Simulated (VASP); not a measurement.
ScIr, 2 atoms in the cell. The structure is cubic, space group Pm-3m (No. 221). The conventional cell has a = 3.206 Å, b = 3.206 Å, c = 3.206 Å, α = 90.00°, β = 90.00°, γ = 90.00°. Sc (site symmetry m-3m) has 8 Ir at 2.78 Å and 6 Sc at 3.21 Å within 3.7 Å. Within 3.7 Å of Ir (site symmetry m-3m) lie 8 Sc at 2.78 Å and 6 Ir at 3.21 Å. 

| Property | Result |
| --- | --- |
| Program | VASP 6.6.1 |
| Task | relaxation of cell and atoms |
| Functional | LDA |
| Potentials or basis | VASP PAW LDA potentials, release 64 (Sc_sv, Ir) |
| Cutoff | 500 eV |
| k mesh | 9 × 9 × 9 |
| Occupations | fermi-dirac, width 0.1 eV |
| Spin | no spin polarisation |
| Target pressure | 2 GPa |
| Dipole correction | no |
| Further INCAR settings | ALGO = Normal; EDIFF = 1e-07; IBRION = 2; EDIFFG = -0.02; NSW = 50; ISIF = 3 |

Potentials or basis: VASP PAW LDA potentials, release 64 (Sc_sv, Ir).

Run with:

```bash
$ cat potpaw_LDA.64/Sc_sv/POTCAR potpaw_LDA.64/Ir/POTCAR > POTCAR
$ mpirun -np 1 vasp_std > vasp.out
```

Hardware: 1 thread of Intel Xeon 8259CL, with other jobs on the host.

Task: Estimate the wall time of this run.

Result: Run time: 110 s on 1 thread of Intel Xeon 8259CL, on a shared host, peak memory 0.15 GiB. Counts: scf iterations 39, k points 35, ion steps 4.
